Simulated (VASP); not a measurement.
## Re: single point with PBEsol

The system is Re.

```
Re
1.0
     0.00000    1.91575    2.00462
     1.91575    0.00000    2.00462
     1.91575    1.91575    0.00000
Re
1
Direct
  0.00000 0.00000 0.00000
```

This cell differs from its parent crystal: strain -0.030 along x and y, +0.015 along z.

| Item | Value |
| --- | --- |
| Program | VASP 6.6.1 |
| Task | single point |
| Functional | PBEsol |
| Potentials or basis | VASP PAW PBE potentials, release 64 (Re) |
| Cutoff | 520 eV |
| k mesh | 20 × 20 × 20 |
| Occupations | gaussian, width 0.15 eV |
| Spin | no spin polarisation |
| Dipole correction | no |
| Further INCAR settings | ALGO = Fast; EDIFF = 1e-07; NBANDS = 10 |

```
Pressure               : -2.7 GPa
Band gap on the k mesh : zero (an odd number of electrons rules out a gap without spin polarisation)
```

Stress tensor (GPa, compression positive):
```
  2.06   0.00   0.00
  0.00   2.06   0.00
  0.00   0.00 -12.14
```

Levels at points of the mesh, in eV from the Fermi level:
```csv
k point,band 2,band 3,band 4,band 5,band 6,band 7
"(0.00, 0.00, 0.00)",-2.37,-1.70,-1.70,0.76,1.71,13.97
"(0.50, 0.00, 0.00)",-2.49,-1.80,0.20,3.62,4.00,9.96
"(0.50, 0.50, 0.00)",-5.94,2.16,3.83,4.53,4.53,12.22
"(0.50, 0.00, 0.50)",-6.00,3.11,3.69,4.20,4.95,11.68
```

It took 38 s on 1 thread of Intel(R) Xeon(R) 6975P-C (Granite Rapids), with other jobs on the host, peak memory 0.22 GiB.

Caveat: the cell differs from its parent crystal (strain -0.030 along x and y, +0.015 along z); the PAW data sets were made with another functional, which shifts forces and pressure a little; spin-orbit coupling is left out, which moves the levels of the heavy elements.
